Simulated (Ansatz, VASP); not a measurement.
## SiGeTe2S2: VASP beside Ansatz

INCAR

```
PREC = Accurate
ENCUT = 600
EDIFF = 1E-6
ISMEAR = 0
SIGMA = 0.1
LREAL = F
LASPH = T
NELM = 80
ALGO = Normal
ISIF = 3
LWAVE = F
LCHARG = F
GGA = PE
IBRION = 2
NSW = 100
EDIFFG = -0.01
```

File KPOINTS:

```
Automatic mesh
0
Gamma
  12 12 4
```

File POSCAR:

```
SiGeTe2S2
1.0
    4.4688201692      0.0000000000      0.0000000000
   -2.2344100846      3.8701117914      0.0000000000
    0.0000000000      0.0000000000     10.4950471753
Si Ge Te S
1 1 2 2
Direct
    0.0000000000      0.0000000000      0.0000000000
    0.0000000000      0.0000000000      0.5000000000
    0.0000000000      0.0000000000      0.7398061870
    0.0000000000      0.0000000000      0.2601938130
    0.3333333333      0.6666666667      0.0000000000
    0.6666666667      0.3333333333      0.0000000000
```

Input for Ansatz:

```yaml
crystal:
  lattice:
    - [4.4688201692, 0.0, 0.0]
    - [-2.2344100846, 3.8701117914, 0.0]
    - [0.0, 0.0, 10.4950471753]
  atoms:
    - { symbol: Si, position: [0.0, 0.0, 0.0] }
    - { symbol: Ge, position: [0.0, 0.0, 0.5] }
    - { symbol: Te, position: [0.0, 0.0, 0.739806187] }
    - { symbol: Te, position: [0.0, 0.0, 0.260193813] }
    - { symbol: S, position: [0.3333333333, 0.6666666667, 0.0] }
    - { symbol: S, position: [0.6666666667, 0.3333333333, 0.0] }
basis:
  ecutwfc: 420
kpoints:
  mp_grid: { grid: [12, 12, 4] }
hamiltonian:
  xc: pbe
scf:
  occupations: { method: gaussian, width: 0.1 }
output:
  forces: true
  stress: true
  eigenvalues: true
relax:
  adjacent_minimum: "off"
  f_tol: 0.01
  max_steps: 80
  cell: { stress_tol: 0.05 }
```

Alike in both runs: task relaxation of cell and atoms; functional PBE; k mesh 12 × 12 × 4; occupations gaussian, width 0.1 eV; no spin polarisation.

|  | VASP | Ansatz |
| --- | --- | --- |
| version | VASP 6.6.1 | Ansatz 0.2.0 |
| potentials or method | VASP PAW PBE potentials, release 64 (Si, Ge_d, Te, S), cutoff 600 eV | scalar-relativistic, plane waves, PAW |
| valence electrons in the cell | 42 | 62 |

```csv
,VASP,Ansatz,Ansatz less VASP
"gap on the k mesh at the Fermi level, each at its own relaxed structure (eV)",none,none,-
relaxed volume (Å³/atom),30.27,30.31,+0.036
relaxed cell length with the largest relative difference (Å),4.468,4.470,+0.0021
```

A gap of «none» marks a metal or a gap that the smearing closes. VASP's potentials hold 42 valence electrons a cell and Ansatz's 62, so a difference there can come from the potentials and not from the codes.

Spin-orbit coupling is off throughout.
